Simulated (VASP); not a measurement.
# InH (F-43m) in VASP: further runs, part 2 of 2

VASP 6.6.1. Earlier steps stand in the parts before.

### 3 Relaxation of cell and atoms, PBE

This run uses another cell than the first one, of 19.10 Å³/atom.

The input, INCAR:

```
  ALGO = Normal
  EDIFF = 1E-7
  EDIFFG = -0.01
  ENCUT = 600
  GGA = PE
  IBRION = 2
  ISIF = 3
  ISMEAR = 0
  LASPH = True
  LCHARG = False
  LREAL = False
  LWAVE = False
  NELM = 60
  NSW = 100
  PREC = Accurate
  SIGMA = 0.1
```

The input, KPOINTS:

```
k-points
0
Gamma
  18 18 18
```

The input, POSCAR:

```
InH
1.0
    0.0000000000      2.6729815000      2.6729815000
    2.6729815000      0.0000000000      2.6729815000
    2.6729815000      2.6729815000      0.0000000000
In H
1 1
Direct
    0.0000000000      0.0000000000      0.0000000000
    0.2500000000      0.2500000000      0.2500000000
```

Potentials or basis: VASP PAW PBE potentials, release 64 (In_d, H).

Command:

```bash
cat potpaw_PBE.64/In_d/POTCAR potpaw_PBE.64/H/POTCAR > POTCAR
mpirun -np 1 vasp_std > vasp.out
```

OUTCAR:

```text
EDIFF = 1E-7
   EDIFFG = -0.01
   ENCUT = 600
   GGA = PE
   IBRION = 2
   ISIF = 3
   ISMEAR = 0
   LASPH = True
   LREAL = False
   NELM = 60
   NSW = 100
   PREC = Accurate

 ion  position               nearest neighbor table
   1  0.000  0.000  0.000-   2 2.31   2 2.31   2 2.31   2 2.31
   2  0.250  0.250  0.250-   1 2.31   1 2.31   1 2.31   1 2.31

  LATTYP: Found a face centered cubic cell.
 ALAT       =     5.3459630000

  Lattice vectors:

 A1 = (   0.0000000000,   2.6729815000,   2.6729815000)
 A2 = (   2.6729815000,   0.0000000000,   2.6729815000)
 A3 = (   2.6729815000,   2.6729815000,   0.0000000000)

Analysis of symmetry for initial positions (statically):
=====================================================================
 Subroutine PRICEL returns:
 Original cell was already a primitive cell.

 Routine SETGRP: Setting up the symmetry group for a
 face centered cubic supercell.

 Subroutine GETGRP returns: Found 24 space group operations
 (whereof 24 operations were pure point group operations)
 out of a pool of 48 trial point group operations.

The static configuration has the point symmetry T_d .

Analysis of symmetry for dynamics (positions and initial velocities):
=====================================================================
 Subroutine PRICEL returns:
 Original cell was already a primitive cell.

 Routine SETGRP: Setting up the symmetry group for a
 face centered cubic supercell.

 Subroutine GETGRP returns: Found 24 space group operations
 (whereof 24 operations were pure point group operations)
 out of a pool of 48 trial point group operations.

The dynamic configuration has the point symmetry T_d .

 Subroutine INISYM returns: Found 24 space group operations
 (whereof 24 operations are pure point group operations),
 and found     1 'primitive' translations

----------------------------------------------------------------------------------------

                                     Primitive cell

  volume of cell :      38.1960

  direct lattice vectors                    reciprocal lattice vectors
[... 120 lines left out ...]
 Gauss-broadening in eV      SIGMA  =   0.10
  energy-cutoff  :      600.00
  volume of cell :       38.20
 maximum number of plane-waves:      1303
   NGX = 15   NGY = 15   NGZ = 15

--------------------------------------- Ionic step        1  -------------------------------------------

 number of electron      14.0000001 magnetization

 Free energy of the ion-electron system (eV)
  ---------------------------------------------------
  ext. energy  EPLUGINS =         0.00000000
  ---------------------------------------------------
  free energy    TOTEN  =        -5.01011278 eV

  energy without entropy =       -5.00658252  energy(sigma->0) =       -5.00834765

------------------------ aborting loop because EDIFF is reached ----------------------------------------

  FORCE on cell =-STRESS in cart. coord.  units (eV):
  Direction    XX          YY          ZZ          XY          YZ          ZX
  --------------------------------------------------------------------------------------
  -------------------------------------------------------------------------------------
  Total       -0.4048850     -0.4048850     -0.4048850      0.0000000     -0.0000000     -0.0000000
  in kB      -16.9833932    -16.9833932    -16.9833932      0.0000000     -0.0000000     -0.0000000
  external PRESSURE =     -16.9833932 kB  Pullay stress =       0.0000000 kB
[... 23 lines left out ...]
--------------------------------------- Ionic step        2  -------------------------------------------

 number of electron      14.0000006 magnetization

 E-fermi :   4.8814     XC(G=0):  -9.1196

 val. band max:        4.8747605899   @ k =   0.3333   0.1667   0.0556
 cond. band min:       4.8862504953   @ k =  -0.3889   0.3889   0.1667
 fundamental gap:      0.0114899054
 Fermi energy:         4.8813851397

 k-point     1 :       0.0000    0.0000    0.0000
  band No.  band energies     occupation
      1      -9.7397      2.00000
      2      -9.7397      2.00000
      3      -9.7397      2.00000
      4      -9.6644      2.00000
      5      -9.6644      2.00000
      6      -4.3853      2.00000
      7       7.3932      0.00000
      8      12.0961      0.00000
      9      12.0961      0.00000
     10      12.0961      0.00000
     11      15.0099      0.00000
[... 393 lines left out ...]
--------------------------------------- Ionic step        4  -------------------------------------------

 number of electron      14.0000001 magnetization

 Free energy of the ion-electron system (eV)
  ---------------------------------------------------
  ext. energy  EPLUGINS =         0.00000000
  ---------------------------------------------------
  free energy    TOTEN  =        -5.02556741 eV

  energy without entropy =       -5.02253769  energy(sigma->0) =       -5.02405255

 E-fermi :   5.2660     XC(G=0):  -9.3162

 val. band max:        5.2641783112   @ k =  -0.2778   0.2778   0.0000
 cond. band min:       5.2718985933   @ k =   0.2778   0.0556   0.0000
 fundamental gap:      0.0077202821
 Fermi energy:         5.2660419717

 k-point     1 :       0.0000    0.0000    0.0000
  band No.  band energies     occupation
      1      -9.3741      2.00000
      2      -9.3741      2.00000
      3      -9.3741      2.00000
      4      -9.2870      2.00000
      5      -9.2870      2.00000
      6      -4.2909      2.00000
      7       7.8804      0.00000
      8      12.7878      0.00000
      9      12.7878      0.00000
     10      12.7878      0.00000
     11      15.6270      0.00000
[... 351 lines left out ...]
  FREE ENERGIE OF THE ION-ELECTRON SYSTEM (eV)
  ---------------------------------------------------
  free  energy   TOTEN  =        -5.0255674075 eV

  energy  without entropy=       -5.0225376914  energy(sigma->0) =       -5.02405255

 reached required accuracy - stopping structural energy minimisation
```

OSZICAR:

```text
N       E                     dE             d eps       ncg     rms          rms(c)
DAV:   1     0.813315362633E+02    0.81332E+02   -0.75396E+03  4299   0.164E+03
DAV:   2    -0.885646078616E+00   -0.82217E+02   -0.80270E+02  4395   0.309E+02
DAV:   3    -0.516321684341E+01   -0.42776E+01   -0.42410E+01  5090   0.760E+01
[... 38 lines left out ...]
DAV:   4    -0.502556768639E+01    0.12897E-04   -0.45445E-05  4383   0.723E-02    0.401E-02
DAV:   5    -0.502556510052E+01    0.25859E-05   -0.14426E-05  4314   0.252E-02    0.129E-02
DAV:   6    -0.502556796600E+01   -0.28655E-05   -0.32830E-06  4782   0.146E-02    0.382E-03
DAV:   7    -0.502556772358E+01    0.24241E-06   -0.75078E-08  2845   0.317E-03    0.260E-03
DAV:   8    -0.502556739649E+01    0.32709E-06   -0.77155E-08  2324   0.310E-03    0.192E-04
DAV:   9    -0.502556740747E+01   -0.10976E-07   -0.72165E-09  2181   0.127E-03
   4 F= -.50255674E+01 E0= -.50240525E+01  d E =-.154546E-01
```

Wall time 4.5 min (1 thread of Intel Xeon 6975P-C (Granite Rapids), shared host); peak memory 0.26 GiB.

Results:

| Item | Value |
| --- | --- |
| Free energy | -5.0256 eV |
| Relaxed volume | 17.74 Å³/atom |
| Relaxed cell | a = 3.689 Å, b = 3.689 Å, c = 3.689 Å, α = 60.00°, β = 60.00°, γ = 60.00° |
| Space group after relaxing (to 0.1 Å) | F-43m (No. 216) |
| Energy gained by relaxing | 7.7 meV/atom |
| Ionic steps | 4 |
| Pressure after relaxing | 0.0 GPa |
| Band gap on the k mesh | zero (bands 7 and 8 overlap by 3.24 eV) |

The path:
| step | energy change (eV) | largest force (eV/Å) | pressure (GPa) | volume (Å³) |
| --- | --- | --- | --- | --- |
| 1 | 0.0000 | 0.0000 | -1.70 | 38.20 |
| 2 | -0.0097 | 0.0000 | -1.10 | 37.09 |
| 3 | -0.0154 | 0.0000 | -0.15 | 35.69 |
| 4 | -0.0155 | 0.0000 | 0.01 | 35.49 |

Final structure:
```yaml
crystal:
  lattice:
    - [0.00000, 2.60825, 2.60825]
    - [2.60825, 0.00000, 2.60825]
    - [2.60825, 2.60825, 0.00000]
  atoms:
    - { symbol: In, position: [0.00000, 0.00000, 0.00000] }
    - { symbol: H, position: [0.25000, 0.25000, 0.25000] }
```

Caveat: spin-orbit coupling is left out, which moves the levels of the heavy elements.
